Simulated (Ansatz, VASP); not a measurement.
## One calculation of NbAg4, two programs

File INCAR:

```
SYSTEM = NbAg4
PREC = Accurate ; ENCUT = 600
EDIFF = 1E-6 ; ISMEAR = 0
SIGMA = 0.1 ; LREAL = .False.
LASPH = .True. ; NELM = 60
ALGO = Fast ; ISIF = 3
LWAVE = .False. ; LCHARG = .False.
GGA = PE ; IBRION = 2
NSW = 100 ; EDIFFG = -0.01
```

Contents of KPOINTS:

```
regular mesh
0
Gamma
  12 12 4
  0 0 0
```

The input POSCAR:

```
NbAg4
1.0
    2.9160479526      0.0000000000      0.0000000000
   -1.4580239763      2.5253716056      0.0000000000
    0.0000000000      0.0000000000     12.1025144516
Nb Ag
1 4
Direct
    0.0000000000      0.0000000000      0.0000000000
    0.3333333333      0.6666666667      0.7971175997
    0.3333333333      0.6666666667      0.4011259283
    0.6666666667      0.3333333333      0.2028824003
    0.6666666667      0.3333333333      0.5988740717
```

Input for Ansatz:

```yaml
crystal:
  lattice:
    - [2.9160479526, 0.0, 0.0]
    - [-1.4580239763, 2.5253716056, 0.0]
    - [0.0, 0.0, 12.1025144516]
  atoms:
    - { symbol: Nb, position: [0.0, 0.0, 0.0] }
    - { symbol: Ag, position: [0.3333333333, 0.6666666667, 0.7971175997] }
    - { symbol: Ag, position: [0.3333333333, 0.6666666667, 0.4011259283] }
    - { symbol: Ag, position: [0.6666666667, 0.3333333333, 0.2028824003] }
    - { symbol: Ag, position: [0.6666666667, 0.3333333333, 0.5988740717] }
basis:
  ecutwfc: 420
kpoints:
  mp_grid: { grid: [12, 12, 4] }
hamiltonian:
  xc: pbe
scf:
  occupations: { method: gaussian, width: 0.1 }
output:
  forces: true
  stress: true
  eigenvalues: true
  write_density: true
  write_potential: true
  elf: true
  volumetric_format: npy
relax:
  adjacent_minimum: "off"
  f_tol: 0.01
  max_steps: 80
  cell: { stress_tol: 0.05 }
```

Change from the starting cell: species swapped into the Co4H type (P-3m1, No. 164).

Alike in both runs: task relaxation of cell and atoms; functional PBE; k mesh 12 × 12 × 4; occupations gaussian, width 0.1 eV; no spin polarisation.

```csv
,VASP,Ansatz
version,VASP 6.6.1,Ansatz 0.2.0
potentials or method,"VASP PAW PBE potentials, release 64 (Nb_sv, Ag), cutoff 600 eV","scalar-relativistic, plane waves, PAW"
valence electrons in the cell,57,89
```

|  | VASP | Ansatz | Ansatz less VASP |
| --- | --- | --- | --- |
| gap on the k mesh at the Fermi level, each at its own relaxed structure (eV) | none | none | - |
| relaxed volume (Å³/atom) | 17.81 | 17.84 | +0.026 |
| relaxed cell length with the largest relative difference (Å) | 2.899 | 2.901 | +0.0017 |

A gap of «none» marks a metal or a gap that the smearing closes. VASP's potentials hold 57 valence electrons a cell and Ansatz's 89, so a difference there can come from the potentials and not from the codes.
